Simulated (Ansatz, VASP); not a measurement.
**Mo3C in VASP and in Ansatz**

```
CELL_PARAMETERS angstrom
3.75246 0.00000 0.00000
0.00000 3.75246 0.00000
0.00000 0.00000 3.75246
ATOMIC_POSITIONS crystal
Mo 0.00000 0.50000 0.50000
Mo 0.50000 0.00000 0.50000
Mo 0.50000 0.50000 0.00000
C 0.00000 0.00000 0.00000
```

Alike in both runs: functional PBE; k mesh 12 × 12 × 12; occupations gaussian, width 0.1 eV; no spin polarisation.

Ansatz relaxed the structure, and its values are those at the end. VASP's run is a single point on that final structure, the one shown.

```csv
,VASP,Ansatz
version,VASP 6.6.1,Ansatz 0.2.0
potentials or method,"VASP PAW PBE potentials, release 64 (Mo_sv, C), cutoff 520 eV","scalar-relativistic, plane waves, PAW"
valence electrons in the cell,46,46
```

```tsv
	VASP	Ansatz	Ansatz less VASP
gap on the k mesh at the Fermi level (eV)	none	none	-
pressure (GPa)	0.6	0.0	-0.60
```

A gap of «none» marks a metal or a gap that the smearing closes. With one functional, cell and mesh, what is left measures potentials, basis and numerics.
